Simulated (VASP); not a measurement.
A run of VASP 6.6.1 is set up as follows.

Contents of INCAR:

```
SYSTEM = Rh
PREC = Accurate
ENCUT = 600
EDIFF = 1E-6
ISMEAR = -1
SIGMA = 0.1
LREAL = .FALSE.
LASPH = .TRUE.
NELM = 100
ALGO = Normal
ISIF = 3
LWAVE = .FALSE.
LCHARG = .FALSE.
GGA = PE
IBRION = 2
NSW = 80
EDIFFG = -0.01
PSTRESS = 200.0
```

Contents of KPOINTS:

```
regular mesh
0
G
  17 17 17
  0 0 0
```

Contents of POSCAR:

```
Rh
1.0
    2.4700000000      0.0000000000      0.0000000000
    0.0000000000      2.4700000000      0.0000000000
    0.0000000000      0.0000000000      2.4700000000
Rh
1
Direct
    0.0000000000      0.0000000000      0.0000000000
```

Potentials or basis: VASP PAW PBE potentials, release 64 (Rh_pv).

The run is started by

```console
$ cat potpaw_PBE.64/Rh_pv/POTCAR > POTCAR
$ mpirun -np 1 vasp_std > vasp.out
```

(1) What does it give for the relaxed cell?

(2) What does it give for the space group after relaxing (to 0.05 Å)?

Results:

(1) a = 2.464 Å, b = 2.464 Å, c = 2.464 Å, α = 90.00°, β = 90.00°, γ = 90.00°.

(2) Pm-3m (No. 221).
